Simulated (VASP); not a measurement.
A run of VASP 6.6.1:

Contents of POSCAR:

```
CdF2
1.0
    0.0000000000      2.7310879153      2.6672838473
    2.7310879153      0.0000000000      2.6672838473
    2.7310879153      2.7310879153      0.0000000000
Cd F
1 2
Direct
    0.0000000000      0.0000000000      0.0000000000
    0.2500000000      0.2500000000      0.2500000000
    0.7500000000      0.7500000000      0.7500000000
```

Contents of INCAR.step1:

```
ALGO     = Normal         # electronic algorithm
EDIFF    = 1E-4           # SCF threshold, eV
ENCUT    = 520            # plane-wave cutoff, eV
GGA      = PE             # functional
ISMEAR   = 0              # smearing method
LASPH    = True           # aspherical terms in the spheres
LCHARG   = False          # write CHGCAR
LREAL    = False          # projectors in reciprocal space
LWAVE    = True           # write WAVECAR
NBANDS   = 20             # bands
NELM     = 80             # most SCF steps
PREC     = Accurate       # precision mode
SIGMA    = 0.01           # smearing width, eV
```

INCAR.step2

```
ALGO     = Normal         # electronic algorithm
EDIFF    = 1E-7           # SCF threshold, eV
ENCUT    = 520            # plane-wave cutoff, eV
ISIF     = 2              # what is computed and relaxed
ISMEAR   = 0              # smearing method
ISTART   = 1            
LASPH    = True           # aspherical terms in the spheres
LCHARG   = True           # write CHGCAR
LELF     = True           # ELF
LMIXTAU  = True         
LREAL    = False          # projectors in reciprocal space
LVHAR    = True         
LWAVE    = False          # write WAVECAR
METAGGA  = R2SCAN         # meta-GGA
NBANDS   = 20             # bands
NELM     = 80             # most SCF steps
PREC     = Accurate       # precision mode
SIGMA    = 0.01           # smearing width, eV
```

File KPOINTS:

```
k-points
0
Gamma
  8 8 8
```

Potentials or basis: VASP PAW PBE potentials, release 64 (Cd, F).

Launch:

```bash
$ cat potpaw_PBE.64/Cd/POTCAR potpaw_PBE.64/F/POTCAR > POTCAR
$ cp INCAR.step1 INCAR
$ mpirun -np 1 vasp_std > vasp.out
$ cp INCAR.step2 INCAR
$ mpirun -np 1 vasp_std > vasp.out
```

Hardware: 1 thread of AMD EPYC 7R13, with other jobs on the host.

Estimate the wall time of this run.

It took 7.2 min on 1 thread of AMD EPYC 7R13, on a shared host, peak memory 0.17 GiB. Counts: k points 59.
